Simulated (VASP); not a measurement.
CdS (sol):

```
Cd S
1.0
     0.00000    2.94295    2.94295
     2.94295    0.00000    2.94295
     2.94295    2.94295    0.00000
Cd S
1 1
Direct
  0.00000 0.00000 0.00000
  0.75000 0.75000 0.75000
```

```yaml
Program: VASP 6.6.1
Task: relaxation of cell and atoms
Functional: PBEsol
Potentials_or_basis: VASP PAW PBE potentials, release 64 (Cd, S)
Cutoff: 500 eV
k_mesh: 8 × 8 × 8
Occupations: gaussian, width 0.02 eV
Spin: no spin polarisation
```

At the start: pressure -1.5 GPa; volume 25.49 Å³/atom.

Question: Where does the relaxation end?

Answer: Over 5 steps the energy falls by 2.9 meV/atom and the volume is 24.86 Å³/atom (-2.5 %); space group F-43m (No. 216, to 0.05 Å).

The path:
```tsv
step	energy change (eV)	largest force (eV/Å)	pressure (GPa)	volume (Å³)
1	0.0000	0.0000	-1.45	50.98
2	-0.0052	0.0000	0.54	49.29
3	-0.0059	0.0000	-0.02	49.71
4	-0.0059	0.0000	0.03	49.69
5	-0.0059	0.0000	-0.01	49.72
```

Final structure:
```
Cd S
1.0
     0.00000    2.91856    2.91856
     2.91856    0.00000    2.91856
     2.91856    2.91856    0.00000
Cd S
1 1
Cartesian
  0.0000 0.0000 0.0000
  4.3778 4.3778 4.3778
```

Caveat: the PAW data sets were made with another functional, which shifts forces and pressure a little.
